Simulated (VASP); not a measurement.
**Ge2P3: single point with r2SCAN**

Crystal: Ge2P3.

```xyz
5
Lattice="1.7948 1.0362 7.4924 -1.7948 1.0362 7.4924 0.0000 -2.0724 7.4924" Properties=species:S:1:pos:R:3 pbc="T T T"
Ge    0.0000    0.0000    8.9479
Ge    0.0000    0.0000   13.5294
P     0.0000    0.0000    0.0000
P     0.0000    0.0000    4.3769
P     0.0000    0.0000   18.1004
```

```yaml
Program: VASP 6.6.1
Task: single point
Functional: r2SCAN
Potentials_or_basis: VASP PAW PBE potentials, release 64 (Ge_d, P)
Cutoff: 520 eV
k_mesh: 6 × 6 × 6
Occupations: gaussian, width 0.1 eV
Spin: no spin polarisation
```

| Property | Result |
| --- | --- |
| Pressure | -0.2 GPa |
| Largest force | 0.021 eV/Å |
| Band gap on the k mesh | zero (an odd number of electrons rules out a gap without spin polarisation) |

Forces on the atoms (eV/Å):
```
Ge   0.000  0.000 -0.012
Ge   0.000  0.000  0.012
P    0.000  0.000  0.000
P    0.000  0.000 -0.021
P    0.000  0.000  0.021
```

Stress tensor (GPa, compression positive):
```
-0.14  0.00  0.00
 0.00 -0.14  0.00
 0.00  0.00 -0.22
```

Levels at points of the mesh, in eV from the Fermi level:
```tsv
k point	band 18	band 19	band 20	band 21	band 22	band 23	band 24	band 25
(0.00, 0.00, 0.00)	-1.42	-1.42	0.14	0.21	0.21	1.28	1.36	1.36
(0.50, 0.00, 0.00)	-3.62	-3.28	-3.01	-2.90	-1.71	1.17	1.66	2.63
(0.50, 0.50, 0.00)	-4.88	-4.75	-2.88	-0.83	-0.76	-0.76	2.00	2.97
(0.50, 0.50, 0.50)	-1.65	-1.35	-1.35	-0.32	-0.32	0.99	2.49	2.94
```

It took 14 min on 1 thread of Intel(R) Xeon(R) Platinum 8259CL CPU @ 2.50GHz (Skylake/Cascade Lake), with other jobs on the host, peak memory 0.55 GiB.

Caveat: the PAW data sets were made with another functional, which shifts forces and pressure a little.
